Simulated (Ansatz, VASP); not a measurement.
This is a calculation of Rb for Ansatz 0.2.0.

input.yaml

```yaml
crystal:
  lattice:
    - [5.1880010759, 0.0, 0.0]
    - [-2.5940005379, 4.4929407265, 0.0]
    - [0.0, 0.0, 8.607630564]
  atoms:
    - { symbol: Rb, position: [0.6666666667, 0.3333333333, 0.75] }
    - { symbol: Rb, position: [0.3333333333, 0.6666666667, 0.25] }
hamiltonian:
  xc: pbe
  pseudopotentials: { kind: paw }
kpoints:
  mp_grid: { grid: [6, 6, 3] }
scf:
  occupations: { method: fermi_dirac, width: 0.05 }
output:
  forces: true
  stress: true
  eigenvalues: true
```

Potentials or basis: Ansatz PAW.

Launch:

```sh
$ ansatz run input.yaml --threads 2 --pin off --max-ram 5120MiB --backend cpu --events-out ev --progress --plain --runs-dir out
```

Q: Translate it to VASP 6.6.1. Potentials there: VASP PAW PBE potentials, release 64 (Rb_sv).

A: As run (the cutoff follows the program's own potentials):

Contents of INCAR:

```
PREC = Accurate
ENCUT = 520
EDIFF = 1E-6
ISMEAR = -1
SIGMA = 0.05
LREAL = F
LASPH = T
NELM = 100
ALGO = Normal
ISIF = 2
LWAVE = F
LCHARG = T
GGA = PE
LELF = T
LVHAR = T
NBANDS = 16
```

KPOINTS

```
regular mesh
0
Gamma
  6 6 3
```

Contents of POSCAR:

```
Rb
1.0
    5.1880010759      0.0000000000      0.0000000000
   -2.5940005379      4.4929407265      0.0000000000
    0.0000000000      0.0000000000      8.6076305640
Rb
2
Direct
    0.6666666667      0.3333333333      0.7500000000
    0.3333333333      0.6666666667      0.2500000000
```

Potentials or basis: VASP PAW PBE potentials, release 64 (Rb_sv).

Command:

```sh
$ cat potpaw_PBE.64/Rb_sv/POTCAR > POTCAR
$ mpirun -np 1 vasp_std > vasp.out
```

Both were run:

|  | VASP | Ansatz | Ansatz less VASP |
| --- | --- | --- | --- |
| gap on the k mesh at the Fermi level (eV) | none | none | - |
| pressure (GPa) | -0.2 | -0.2 | 0.00 |
| traceless stress, the component that is largest in VASP (GPa) | -0.07 | -0.07 | 0.000 |

A gap of «none» marks a metal or a gap that the smearing closes.
